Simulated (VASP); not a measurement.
AlN:

```
CELL_PARAMETERS angstrom
3.14121 0.00000 0.00000
-1.57061 2.72037 0.00000
0.00000 0.00000 5.02634
ATOMIC_POSITIONS crystal
Al 0.33333 0.66667 0.00000
Al 0.66667 0.33333 0.50000
N 0.33333 0.66667 0.38500
N 0.66667 0.33333 0.88500
```

| Quantity | Value |
| --- | --- |
| Program | VASP 6.6.1 |
| Task | relaxation of cell and atoms |
| Functional | PBEsol |
| Potentials or basis | VASP PAW PBE potentials, release 64 (Al, N) |
| Cutoff | 600 eV |
| k mesh | 12 × 12 × 8 |
| Occupations | gaussian, width 0.05 eV |
| Spin | no spin polarisation |

At the start: pressure -5.3 GPa; volume 10.74 Å³/atom.

Problem. How do energy, volume and symmetry change on relaxing?

Solution. Over 7 steps the energy falls by 5.4 meV/atom and the volume is 10.46 Å³/atom (-2.6 %); space group P6_3mc (No. 186, to 0.1 Å) before and after.

The path:
```tsv
step	energy change (eV)	largest force (eV/Å)	pressure (GPa)	volume (Å³)
1	0.0000	0.1761	-5.25	42.95
2	-0.0049	0.0970	5.16	40.80
3	-0.0214	0.0455	0.07	41.79
4	-0.0214	0.0430	0.19	41.76
5	-0.0216	0.0040	0.06	41.79
6	-0.0216	0.0055	0.06	41.79
7	-0.0217	0.0022	-0.09	41.83
```

Final structure:
```yaml
crystal:
  lattice:
    - [3.11359, 0.00000, 0.00000]
    - [-1.55680, 2.69645, 0.00000]
    - [0.00000, 0.00000, 4.98195]
  atoms:
    - { symbol: Al, position: [0.33333, 0.66667, 0.00146] }
    - { symbol: Al, position: [0.66667, 0.33333, 0.50146] }
    - { symbol: N, position: [0.33333, 0.66667, 0.38354] }
    - { symbol: N, position: [0.66667, 0.33333, 0.88354] }
```

Caveat: the PAW data sets were made with another functional, which shifts forces and pressure a little.
